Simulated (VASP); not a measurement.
# SiC (P6_3mc) in VASP: notebook, part 2 of 2

VASP 6.6.1. The steps go on from the part before.

**4. Single point, LDA**

This run uses another cell than the first one, of 10.23 Å³/atom, 1.038 times its volume.

INCAR reads:

```
SYSTEM = SiC
PREC = Accurate
ENCUT = 520
EDIFF = 1E-7
ISMEAR = 0
SIGMA = 0.01
LREAL = .False.
LASPH = .True.
NELM = 60
ALGO = Normal
ISIF = 2
LWAVE = .False.
LCHARG = .False.
NBANDS = 16
```

KPOINTS reads:

```
regular mesh
0
Gamma
  8 8 4
  0 0 0
```

POSCAR reads:

```
SiC
1.0
    3.0654734115      0.0000000000      0.0000000000
   -1.5327367057      2.6547778489      0.0000000000
    0.0000000000      0.0000000000      5.0303735788
Si C
2 2
Direct
    0.3333333333      0.6666666667      0.0045667786
    0.6666666667      0.3333333333      0.5045667786
    0.3333333333      0.6666666667      0.3804332214
    0.6666666667      0.3333333333      0.8804332214
```

Potentials or basis: VASP PAW LDA potentials, release 64 (Si, C).

Launch:

```console
$ cat potpaw_LDA.64/Si/POTCAR potpaw_LDA.64/C/POTCAR > POTCAR
$ mpirun -np 1 vasp_std > vasp.out
```

OUTCAR:

```text
SYSTEM = SiC
   PREC = Accurate
   ENCUT = 520
   EDIFF = 1E-7
   ISMEAR = 0
   LREAL = .False.
   LASPH = .True.
   NELM = 60
   ISIF = 2

 ion  position               nearest neighbor table
   1  0.333  0.667  0.005-   4 1.88   4 1.88   4 1.88   3 1.89   2 3.08   2 3.08   2 3.08   2 3.08
                             2 3.08   2 3.08
   2  0.667  0.333  0.505-   3 1.88   3 1.88   3 1.88   4 1.89   1 3.08   1 3.08   1 3.08   1 3.08
                             1 3.08   1 3.08
   3  0.333  0.667  0.380-   2 1.88   2 1.88   2 1.88   1 1.89
   4  0.667  0.333  0.880-   1 1.88   1 1.88   1 1.88   2 1.89

  LATTYP: Found a hexagonal cell.
 ALAT       =     3.0654734115
 C/A-ratio  =     1.6409777230

  Lattice vectors:

 A1 = (   3.0654734115,   0.0000000000,   0.0000000000)
 A2 = (  -1.5327367057,   2.6547778489,   0.0000000000)
 A3 = (   0.0000000000,   0.0000000000,   5.0303735788)

Analysis of symmetry for initial positions (statically):
=====================================================================
 Subroutine PRICEL returns:
 Original cell was already a primitive cell.

 Routine SETGRP: Setting up the symmetry group for a
 hexagonal supercell.

 Subroutine GETGRP returns: Found 12 space group operations
[... 170 lines left out ...]
  energy without entropy =      -33.27405206  energy(sigma->0) =      -33.27405206

 E-fermi :   8.4097     XC(G=0): -11.5950

 val. band max:        8.3311723494   @ k =   0.0000   0.0000   0.0000
 cond. band min:      10.7241529482   @ k =   0.3750   0.2500   0.0000
 fundamental gap:      2.3929805988
 Fermi energy:         8.4097062394

 k-point     1 :       0.0000    0.0000    0.0000
  band No.  band energies     occupation
      1      -7.2303      2.00000
      2      -3.5734      2.00000
      3      -0.4437      2.00000
      4       7.0098      2.00000
      5       7.0098      2.00000
      6       8.2197      2.00000
[... 433 lines left out ...]
      3       1.2527      2.00000
      4       1.2527      2.00000
      5       5.7042      2.00000
      6       5.7042      2.00000
[... 8 lines left out ...]
     15      19.8501      0.00000
     16      19.8501      0.00000

 [... further k-points ...]
[... 5 lines left out ...]
  --------------------------------------------------------------------------------------
  -------------------------------------------------------------------------------------
  Total       -0.4117295     -0.4117295     -0.3970288     -0.0000000      0.0000000      0.0000000
  in kB      -16.1137480    -16.1137480    -15.5384103     -0.0000000      0.0000000      0.0000000
  external PRESSURE =     -15.9219688 kB  Pullay stress =       0.0000000 kB

 VOLUME and BASIS-vectors are now :
 -----------------------------------------------------------------------------
  energy-cutoff  :      520.00
  volume of cell :       40.94
      direct lattice vectors                 reciprocal lattice vectors
     3.065473412  0.000000000  0.000000000     0.326213888  0.188339676  0.000000000
    -1.532736706  2.654777849  0.000000000     0.000000000  0.376679352  0.000000000
     0.000000000  0.000000000  5.030373579     0.000000000  0.000000000  0.198792393

 POSITION                                       TOTAL-FORCE (eV/Angst)
 -----------------------------------------------------------------------------------
     -0.00000      1.76985      0.02297         0.000000      0.000000      0.000940
      1.53274      0.88493      2.53816        -0.000000     -0.000000      0.000940
     -0.00000      1.76985      1.91372        -0.000000     -0.000000     -0.000940
      1.53274      0.88493      4.42891         0.000000      0.000000     -0.000940
 -----------------------------------------------------------------------------------
    total drift:                               -0.000000     -0.000000     -0.000071

  FREE ENERGIE OF THE ION-ELECTRON SYSTEM (eV)
  ---------------------------------------------------
  free  energy   TOTEN  =       -33.2740520592 eV

  energy  without entropy=      -33.2740520592  energy(sigma->0) =      -33.27405206
```

OSZICAR:

```text
N       E                     dE             d eps       ncg     rms          rms(c)
DAV:   1     0.243167832162E+02    0.24317E+02   -0.70663E+03   960   0.889E+02
DAV:   2    -0.347677283460E+02   -0.59085E+02   -0.53481E+02  1384   0.160E+02
DAV:   3    -0.374048584821E+02   -0.26371E+01   -0.26271E+01  1256   0.310E+01
DAV:   4    -0.374257248437E+02   -0.20866E-01   -0.20864E-01  1168   0.346E+00
DAV:   5    -0.374259452487E+02   -0.22041E-03   -0.22040E-03  1256   0.330E-01    0.130E+01
DAV:   6    -0.334265541156E+02    0.39994E+01   -0.71228E+00  1224   0.164E+01    0.598E+00
DAV:   7    -0.333199207473E+02    0.10663E+00   -0.11986E+00  1352   0.639E+00    0.247E+00
DAV:   8    -0.332797757161E+02    0.40145E-01   -0.62744E-02  1096   0.151E+00    0.708E-01
DAV:   9    -0.332739805212E+02    0.57952E-02   -0.80912E-03  1208   0.617E-01    0.111E-01
DAV:  10    -0.332740480231E+02   -0.67502E-04   -0.60454E-04  1136   0.151E-01    0.617E-02
DAV:  11    -0.332740535345E+02   -0.55113E-05   -0.20379E-05  1272   0.331E-02    0.168E-02
DAV:  12    -0.332740527832E+02    0.75124E-06   -0.55833E-06  1232   0.144E-02    0.883E-03
DAV:  13    -0.332740520287E+02    0.75449E-06   -0.19184E-06  1256   0.854E-03    0.160E-03
DAV:  14    -0.332740520592E+02   -0.30508E-07   -0.14873E-07   720   0.263E-03
   1 F= -.33274052E+02 E0= -.33274052E+02  d E =-.722155E-31
```

stdout:

```text
POSCAR found type information on POSCAR SiC
 POSCAR found :  2 types and       4 ions
 scaLAPACK will be used
 LDA part: xc-table for (Slater(with rela. corr.)+CA(PZ))
 , standard interpolation
 POSCAR, INCAR and KPOINTS ok, starting setup
 FFT: planning ... GRIDC
 FFT: planning ... GRID_SOFT
 FFT: planning ... GRID
 WAVECAR not read
 entering main loop
```

Wall time 31 s (1 thread of Intel Xeon 8259CL, shared host); peak memory 0.11 GiB.

Results:

- Free energy: -33.2741 eV
- Pressure: -1.6 GPa
- Band gap on the k mesh: 2.39 eV, indirect (least direct gap 3.89 eV)
